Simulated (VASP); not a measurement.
Set up this calculation in VASP 6.6.1, as the native input.

```yaml
Task: single point
Functional: PBE
Potentials_or_basis: VASP PAW PBE potentials, release 64 (Sc_sv, Ag_sv_GW, C, N)
Cutoff: 700 eV
k_mesh: 4 × 4 × 4
Occupations: gaussian, width 0.1 eV
Spin: no spin polarisation
Dipole_correction: no
Further_INCAR_settings: ALGO = Normal; EDIFF = 1e-06; NBANDS = 44
```

The structure of ScAgC4N4 lies in POSCAR:

```
ScAgC4N4
1.0
    6.2419950893      0.0000000000      0.0000000000
    0.0000000000      6.2419950893      0.0000000000
    0.0000000000      0.0000000000      6.2419950893
Sc Ag C N
1 1 4 4
Direct
    0.5000000000      0.5000000000      0.5000000000
    0.0000000000      0.0000000000      0.0000000000
    0.1990441717      0.1990441717      0.1990441717
    0.1990441717      0.8009558283      0.8009558283
    0.8009558283      0.1990441717      0.8009558283
    0.8009558283      0.8009558283      0.1990441717
    0.3079758275      0.3079758275      0.3079758275
    0.3079758275      0.6920241725      0.6920241725
    0.6920241725      0.3079758275      0.6920241725
    0.6920241725      0.6920241725      0.3079758275
```

The input as run:

INCAR

```
SYSTEM = ScAgC4N4
PREC     = Accurate       ! precision mode
ENCUT    = 700            ! plane-wave cutoff, eV
EDIFF    = 1E-6           ! SCF threshold, eV
ISMEAR   = 0              ! smearing method
SIGMA    = 0.1            ! smearing width, eV
LREAL    = .False.        ! projectors in reciprocal space
LASPH    = .True.         ! aspherical terms in the spheres
NELM     = 120            ! most SCF steps
ALGO     = Normal         ! electronic algorithm
ISIF     = 2              ! what is computed and relaxed
LWAVE    = .False.        ! write WAVECAR
LCHARG   = .False.        ! write CHGCAR
GGA      = PE             ! functional
NBANDS   = 44             ! bands
GGA_COMPAT= .False.
```

KPOINTS

```
Automatic mesh
0
Gamma
  4 4 4
  0 0 0
```

Potentials or basis: VASP PAW PBE potentials, release 64 (Sc_sv, Ag_sv_GW, C, N).

Launch:

```bash
$ cat potpaw_PBE.64/Sc_sv/POTCAR potpaw_PBE.64/Ag_sv_GW/POTCAR potpaw_PBE.64/C/POTCAR potpaw_PBE.64/N/POTCAR > POTCAR
$ mpirun -np 1 vasp_std > vasp.out
```

It gave:

* Pressure: 0.5 GPa
* Largest force: 0.328 eV/Å
* Band gap on the k mesh: 2.73 eV (least direct gap 2.75 eV)

Wall time 5 min on 1 thread of Intel(R) Xeon(R) Platinum 8259CL CPU @ 2.50GHz (Skylake/Cascade Lake) (shared host), peak memory 0.52 GiB.
